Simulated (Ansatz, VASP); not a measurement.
# One calculation of MgBe2S3, two programs

```
Mg Be S
1.0
     6.14156    0.00000    0.00000
    -3.07078    5.31875    0.00000
     0.00000    0.00000    3.01397
Mg Be S
1 2 3
Cartesian
  0.0000 0.0000 0.0000
  0.0000 3.5458 0.0000
  3.0708 1.7729 0.0000
  3.0708 0.0000 1.5070
  -1.5354 2.6594 1.5070
  1.5354 2.6594 1.5070
```

Change from the starting cell: species swapped into the TbCu2Ni3 type (P6/mmm, No. 191).

Alike in both runs: functional PBE; k mesh 12 × 12 × 10; occupations gaussian, width 0.1 eV; no spin polarisation.

Ansatz relaxed the structure, and its values are those at the end. VASP's run is a single point on that final structure, the one shown.

|  | VASP | Ansatz |
| --- | --- | --- |
| version | VASP 6.6.1 | Ansatz 0.2.0 |
| potentials or method | VASP PAW PBE potentials, release 64 (Mg, Be, S), cutoff 520 eV | scalar-relativistic, plane waves, PAW |
| valence electrons in the cell | 24 | 32 |

|  | VASP | Ansatz | Ansatz less VASP |
| --- | --- | --- | --- |
| gap on the k mesh at the Fermi level (eV) | none | none | - |
| pressure (GPa) | -0.1 | 0.0 | +0.08 |

A gap of «none» marks a metal or a gap that the smearing closes. VASP's potentials hold 24 valence electrons a cell and Ansatz's 32, so a difference there can come from the potentials and not from the codes.
